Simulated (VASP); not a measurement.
Set up this calculation in VASP 6.6.1, as the native input.

* Task: single point
* Functional: PBE
* Potentials or basis: VASP PAW PBE potentials, release 64 (Na_pv, Li_sv)
* Cutoff: 520 eV
* k mesh: 8 × 8 × 8
* Occupations: gaussian, width 0.1 eV
* Spin: no spin polarisation
* Dipole correction: no
* Further INCAR settings: ALGO = Fast; EDIFF = 1e-06; NBANDS = 20

The structure of NaLi5 lies in POSCAR:

```
NaLi5
1.0
    4.7234139806      0.0000000000      0.0000000000
    0.0000000000      5.7800117512      2.3717610454
    0.0000000000     -5.7800117512      2.3717610454
Na Li
1 5
Direct
    0.0000000000      0.0833590875      0.0833590875
    0.0000000000      0.4104066031      0.7563122102
    0.0000000000      0.7563122102      0.4104066031
    0.5000000000      0.5832815343      0.5832815343
    0.5000000000      0.2610547217      0.9054323756
    0.5000000000      0.9054323756      0.2610547217
```

These files were run (other wordings do the same):

INCAR

```
SYSTEM = NaLi5
PREC = Accurate
ENCUT = 520
EDIFF = 1E-6
ISMEAR = 0
SIGMA = 0.1
LREAL = .False.
LASPH = .True.
NELM = 60
ALGO = Fast
ISIF = 2
LWAVE = .False.
LCHARG = .False.
GGA = PE
NBANDS = 20
```

KPOINTS

```
regular mesh
0
Gamma
  8 8 8
  0 0 0
```

Potentials or basis: VASP PAW PBE potentials, release 64 (Na_pv, Li_sv).

Command:

```console
$ cat potpaw_PBE.64/Na_pv/POTCAR potpaw_PBE.64/Li_sv/POTCAR > POTCAR
$ mpirun -np 1 vasp_std > vasp.out
```

It gave:

- Largest force: 0.007 eV/Å
- Band gap on the k mesh: zero (bands 11 and 12 overlap by 2.24 eV)

Run time: 23 min on 1 thread of Oxide Virtual Turin-like Processor, with other jobs on the host, peak memory 0.37 GiB.
